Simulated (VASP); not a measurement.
SrO, 2 atoms in the cell. Symmetry: I4/mmm, No. 139, tetragonal system. Conventional cell: a = 3.816 Å, b = 3.816 Å, c = 5.011 Å, α = 90.00°, β = 90.00°, γ = 90.00°. Sr (site symmetry 4/mmm) has 6 O at 2.51 to 2.70 Å within 3.3 Å. O (site symmetry 4/mmm) has 6 Sr at 2.51 to 2.70 Å within 3.3 Å.  This cell differs from its parent crystal: strain +0.050 along x and y, -0.025 along z.

```yaml
Program: VASP 6.6.1
Task: single point
Functional: PBE
Potentials_or_basis: VASP PAW PBE potentials, release 64 (Sr_sv, O)
Cutoff: 520 eV
k_mesh: 8 × 8 × 8
Occupations: gaussian, width 0.05 eV
Spin: no spin polarisation
Dipole_correction: no
Further_INCAR_settings: ALGO = Normal; EDIFF = 1e-06; NBANDS = 15
```

Potentials or basis: VASP PAW PBE potentials, release 64 (Sr_sv, O).

The run is started by

```console
$ cat potpaw_PBE.64/Sr_sv/POTCAR potpaw_PBE.64/O/POTCAR > POTCAR
$ mpirun -np 1 vasp_std > vasp.out
```

Hardware: 1 thread of AMD EPYC 9R45, with other jobs on the host.

Problem. How long does it take, and how much memory?

Solution. It took 42 s on 1 thread of AMD EPYC 9R45, on a shared host, peak memory 0.15 GiB. Counts: scf iterations 13, k points 59.
